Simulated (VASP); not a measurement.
Input of a VASP 6.6.1 run:

The input INCAR:

```
ALGO = Normal
EDIFF = 1E-6
ENCUT = 520
GGA = PE
ISIF = 2
ISMEAR = -1
LASPH = T
LCHARG = T
LELF = T
LREAL = F
LVHAR = T
LWAVE = F
NBANDS = 28
NELM = 80
PREC = Accurate
SIGMA = 0.02
```

Contents of KPOINTS:

```
k-points
0
Gamma
  6 6 4
```

The input POSCAR:

```
PbS
1.0
    4.1540074645      0.0000000000      0.0000000000
   -2.0770037323      3.5974759918      0.0000000000
    0.0000000000      0.0000000000      7.3595792933
Pb S
2 2
Direct
    0.0000000000      0.0000000000      0.0000000000
    0.0000000000      0.0000000000      0.5000000000
    0.3333333333      0.6666666667      0.2500000000
    0.6666666667      0.3333333333      0.7500000000
```

Potentials or basis: VASP PAW PBE potentials, release 64 (Pb_d, S).

Run with:

```console
$ cat potpaw_PBE.64/Pb_d/POTCAR potpaw_PBE.64/S/POTCAR > POTCAR
$ mpirun -np 1 vasp_std > vasp.out
```

(1) Estimate the pressure.

(2) Estimate the band gap on the k mesh.

Results:

(1) -0.1 GPa.

(2) 0.01 eV.

Caveat: spin-orbit coupling is left out, which moves the levels of the heavy elements.
